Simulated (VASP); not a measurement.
# Cd (P6_3/mmc) in VASP: single point with PBEsol

Aim: the single point of Cd with PBEsol.

Everything below comes from runs of VASP 6.6.1. Logs are shortened: lines on timing, memory, paths and dates and some standing lists are left out, and cuts for length are marked.

## (1) The cell of the first run

It takes space group P6_3/mmc (No. 194, hexagonal). Conventional cell: a = 3.016 Å, b = 3.016 Å, c = 6.001 Å, α = 90.00°, β = 90.00°, γ = 120.00°. Within 4.0 Å of Cd (site symmetry -6m2) lie 12 Cd at 3.02 to 3.47 Å.

## (2) Single point, PBEsol (23.65 Å³/atom)

INCAR

```
SYSTEM = Cd
ALGO = Normal
EDIFF = 1E-7
ENCUT = 520
GGA = PS
ISIF = 2
ISMEAR = -1
LASPH = .True.
LCHARG = .True.
LELF = .True.
LREAL = .False.
LVHAR = .True.
LWAVE = .False.
NBANDS = 19
NELM = 60
PREC = Accurate
SIGMA = 0.03
```

KPOINTS

```
k-points
0
Gamma
  14 14 6
  0 0 0
```

POSCAR

```
Cd
1.0
    3.0164988615      0.0000000000      0.0000000000
   -1.5082494308      2.6123646446      0.0000000000
    0.0000000000      0.0000000000      6.0013675893
Cd
2
Direct
    0.3333333333      0.6666666667      0.2500000000
    0.6666666667      0.3333333333      0.7500000000
```

Potentials or basis: VASP PAW PBE potentials, release 64 (Cd).

Started as:

```
$ cat potpaw_PBE.64/Cd/POTCAR > POTCAR
$ mpirun -np 1 vasp_std > vasp.out
```

OUTCAR:

```text
SYSTEM = Cd
   EDIFF = 1E-7
   ENCUT = 520
   GGA = PS
   ISIF = 2
   ISMEAR = -1
   LASPH = .True.
   LREAL = .False.
   NELM = 60
   PREC = Accurate

 ion  position               nearest neighbor table
   1  0.333  0.667  0.250-   2 3.47   2 3.47   2 3.47   2 3.47   2 3.47   2 3.47
   2  0.667  0.333  0.750-   1 3.47   1 3.47   1 3.47   1 3.47   1 3.47   1 3.47

  LATTYP: Found a hexagonal cell.
 ALAT       =     3.0164988615
 C/A-ratio  =     1.9895142895

  Lattice vectors:

 A1 = (   3.0164988615,   0.0000000000,   0.0000000000)
 A2 = (  -1.5082494308,   2.6123646446,   0.0000000000)
 A3 = (   0.0000000000,   0.0000000000,   6.0013675893)

Analysis of symmetry for initial positions (statically):
=====================================================================
 Subroutine PRICEL returns:
 Original cell was already a primitive cell.

 Routine SETGRP: Setting up the symmetry group for a
 hexagonal supercell.

 Subroutine GETGRP returns: Found 24 space group operations
 (whereof 12 operations were pure point group operations)
 out of a pool of 24 trial point group operations.

The static configuration has the point symmetry D_3d.
 The point group associated with its full space group is D_6h.

Analysis of symmetry for dynamics (positions and initial velocities):
=====================================================================
 Subroutine PRICEL returns:
 Original cell was already a primitive cell.

 Routine SETGRP: Setting up the symmetry group for a
 hexagonal supercell.

 Subroutine GETGRP returns: Found 24 space group operations
 (whereof 12 operations were pure point group operations)
 out of a pool of 24 trial point group operations.

The dynamic configuration has the point symmetry D_3d.
 The point group associated with its full space group is D_6h.

 Subroutine INISYM returns: Found 24 space group operations
 (whereof 12 operations are pure point group operations),
 and found     1 'primitive' translations

----------------------------------------------------------------------------------------

                                     Primitive cell

  volume of cell :      47.2919

  direct lattice vectors                    reciprocal lattice vectors
     3.016498862  0.000000000  0.000000000     0.331510153  0.191397476  0.000000000
    -1.508249431  2.612364645  0.000000000     0.000000000  0.382794952  0.000000000
     0.000000000  0.000000000  6.001367589     0.000000000  0.000000000  0.166628687

[... 81 lines left out ...]
   ENCUT  =  520.0 eV  38.22 Ry    6.18 a.u.   5.61  5.61 11.16*2*pi/ulx,y,z
   NELM   =     60;   NELMIN=  2; NELMDL= -5     # of ELM steps
   EDIFF  = 0.1E-06   stopping-criterion for ELM
   LREAL  =      F    real-space projection
   EDIFFG = 0.1E-05   stopping-criterion for IOM
   NSW    =      0    number of steps for IOM
   IBRION =     -1    ionic relax: 0-MD 1-quasi-New 2-CG
   NFREE  =      0    steps in history (QN), initial steepest desc. (CG)
   ISIF   =      2    stress and relaxation
   ISYM   =      2    0-nonsym 1-usesym 2-fastsym
   POTIM  = 0.5000    time-step for ionic-motion
   TEBEG  =    0.0;   TEEND  =   0.0 temperature during run
   PSTRESS=    0.0 pullay stress
   NELECT =      24.0000    total number of electrons
   NUPDOWN=      -1.0000    fix difference up-down
   EMIN   =  10.00;   EMAX   =-10.00  energy-range for DOS
   EFERMI =   0.00;   METHOD = LEGACY
   ISMEAR =    -1;   SIGMA  =   0.03  broadening in eV -4-tet -1-fermi 0-gaus
   EFERMI_NEDOS =   21; number of points for ismear=-14 and -15
   IALGO  =     38    algorithm
   IMIX   =      4    mixing-type and parameters
     AMIX     =   0.40;   BMIX     =  1.00
     AMIX_MAG =   1.60;   BMIX_MAG =  1.00
  volume/ion in A,a.u.               =      23.65       159.57
  Fermi-wavevector in a.u.,A,eV,Ry     =   1.305819  2.467639 23.200140  1.705162
  Thomas-Fermi vector in A             =   2.436662
   LORBIT       =      0    0 simple, 1 ext, 2 COOP (PROOUT), +10 PAW based schemes
   GGA     = PS    functional components
   LHFCALC =     F    Hartree Fock is set to
   AEXX    =    0.0000 exact exchange contribution
   IVDW    =     0    specifies the selected vdW correction
   LEPSILON=     F    determine dielectric tensor
   LRPA    =     F    only Hartree local field effects (RPA)
 non-spin polarized calculation
  energy-cutoff  :      520.00
  volume of cell :       47.29
 maximum number of plane-waves:      1300
 NGX is ok and might be reduce to    24
   NGX = 11   NGY = 11   NGZ = 23

 number of electron      24.0000000 magnetization

 Free energy of the ion-electron system (eV)
  ---------------------------------------------------
  ext. energy  EPLUGINS =         0.00000000
  ---------------------------------------------------
  free energy    TOTEN  =        -2.31945748 eV

  energy without entropy =       -2.31711144  energy(sigma->0) =       -2.31828446

 E-fermi :   2.2344     XC(G=0): -10.7173

 val. band max:        2.2084627948   @ k =   0.3571   0.2857   0.1667
 cond. band min:       2.2571935139   @ k =   0.3571   0.2143   0.0000
 fundamental gap:      0.0487307190
 Fermi energy:         2.2344056783

 k-point     1 :       0.0000    0.0000    0.0000
  band No.  band energies     occupation
      1      -7.3978      2.00000
      2      -7.2376      2.00000
      3      -6.8499      2.00000
      4      -6.8499      2.00000
      5      -6.8187      2.00000
      6      -6.8187      2.00000
[... 505 lines left out ...]
      6      -6.5996      2.00000
[... 11 lines left out ...]
     18       7.7527      0.00000
     19       9.8748      0.00000

 [... further k-points ...]

------------------------ aborting loop because EDIFF is reached ----------------------------------------

  FORCE on cell =-STRESS in cart. coord.  units (eV):
  Direction    XX          YY          ZZ          XY          YZ          ZX
  --------------------------------------------------------------------------------------
  -------------------------------------------------------------------------------------
  Total       -1.3567010     -1.3567010     -1.0199048      0.0000000      0.0000000      0.0000000
  in kB      -45.9629106    -45.9629106    -34.5527825      0.0000000      0.0000000      0.0000000
  external PRESSURE =     -42.1595345 kB  Pullay stress =       0.0000000 kB

 VOLUME and BASIS-vectors are now :
 -----------------------------------------------------------------------------
  energy-cutoff  :      520.00
  volume of cell :       47.29
      direct lattice vectors                 reciprocal lattice vectors
     3.016498862  0.000000000  0.000000000     0.331510153  0.191397476  0.000000000
    -1.508249431  2.612364645  0.000000000     0.000000000  0.382794952  0.000000000
     0.000000000  0.000000000  6.001367589     0.000000000  0.000000000  0.166628687

 POSITION                                       TOTAL-FORCE (eV/Angst)
 -----------------------------------------------------------------------------------
     -0.00000      1.74158      1.50034        -0.000000      0.000000      0.000000
      1.50825      0.87079      4.50103         0.000000      0.000000      0.000000
 -----------------------------------------------------------------------------------
    total drift:                               -0.000000      0.000000     -0.000000

  FREE ENERGIE OF THE ION-ELECTRON SYSTEM (eV)
  ---------------------------------------------------
  free  energy   TOTEN  =        -2.3194574846 eV

  energy  without entropy=       -2.3171114431  energy(sigma->0) =       -2.31828446
```

Run time: 25 s. Hardware: 1 thread of Intel Xeon 6975P-C (Granite Rapids), shared host; peak memory 0.21 GiB.

Results:

```yaml
Free_energy: -2.3195 eV
Pressure: -4.2 GPa
Band_gap_on_the_k_mesh: zero (bands 12 and 13 overlap by 4.31 eV)
```

Levels at points of the mesh, in eV from the Fermi level:
| k point | band 10 | band 11 | band 12 | band 13 | band 14 | band 15 |
| --- | --- | --- | --- | --- | --- | --- |
| (0.00, 0.00, 0.00) | -8.41 | -8.32 | -3.67 | -2.88 | 8.65 | 12.71 |
| (0.50, 0.00, 0.00) | -8.11 | -2.04 | -1.65 | 1.48 | 2.44 | 2.91 |
| (0.00, 0.00, 0.50) | -8.48 | -7.04 | -7.04 | 2.64 | 2.64 | 14.75 |
| (0.50, 0.00, 0.50) | -8.11 | -1.32 | -1.32 | -0.03 | -0.03 | 7.08 |

Caveat: the cell stands under tension; the PAW data sets were made with another functional, which shifts forces and pressure a little.

The gap in the log of VASP goes by the Fermi energy; the results here count the filled bands.